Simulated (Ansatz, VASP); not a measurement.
**B: VASP beside Ansatz**

File INCAR:

```
  PREC = Accurate
  ENCUT = 520
  EDIFF = 1E-6
  ISMEAR = -1
  SIGMA = 0.1
  LREAL = False
  LASPH = True
  NELM = 60
  ALGO = Normal
  ISIF = 2
  LWAVE = False
  LCHARG = False
  GGA = B5
  ALDAX = 1.0
  AGGAX = 1.0
  AGGAC = 1.0
  ALDAC = 0.0
  NBANDS = 10
```

The input KPOINTS:

```
regular mesh
0
Gamma
  23 23 4
```

Contents of POSCAR:

```
B
1.0
    1.6699620484      0.0000000000      0.0000000000
   -0.8349810242      1.4462295572      0.0000000000
    0.0000000000      0.0000000000     10.3620858535
B
2
Direct
    0.3333333333      0.6666666667      0.2500000000
    0.6666666667      0.3333333333      0.7500000000
```

Input for Ansatz:

```yaml
crystal:
  lattice:
    - [1.6699620484, 0.0, 0.0]
    - [-0.8349810242, 1.4462295572, 0.0]
    - [0.0, 0.0, 10.3620858535]
  atoms:
    - { symbol: B, position: [0.3333333333, 0.6666666667, 0.25] }
    - { symbol: B, position: [0.6666666667, 0.3333333333, 0.75] }
hamiltonian:
  xc: blyp
  pseudopotentials:
    kind: paw
    azcp:
      B: "pseudopotentials/B.paw.azcp"
basis:
  ecutwfc: 420
  fft_grid_basis: typed
kpoints:
  mp_grid: { grid: [23, 23, 4], shift: [0, 0, 0] }
magnetization:
  spin_polarized: false
scf:
  occupations: { method: fermi_dirac, width: 0.1 }
  lower_state_search: "off"
output:
  stress: true
```

Alike in both runs: task single point; functional BLYP; k mesh 23 × 23 × 4; occupations fermi-dirac, width 0.1 eV; no spin polarisation.

|  | VASP | Ansatz |
| --- | --- | --- |
| version | VASP 6.6.1 | Ansatz 0.2.0 |
| potentials or method | VASP PAW PBE potentials, release 64 (B), cutoff 520 eV | plane waves (420 eV) with PAW, scalar-relativistic |
| valence electrons in the cell | 6 | 6 |

|  | VASP | Ansatz | Ansatz less VASP |
| --- | --- | --- | --- |
| pressure (GPa) | 10.5 | 10.6 | +0.15 |
| traceless stress, the component that is largest in VASP (GPa) | -10.40 | -10.48 | -0.082 |

VASP's potentials were made for PBE, not for BLYP.
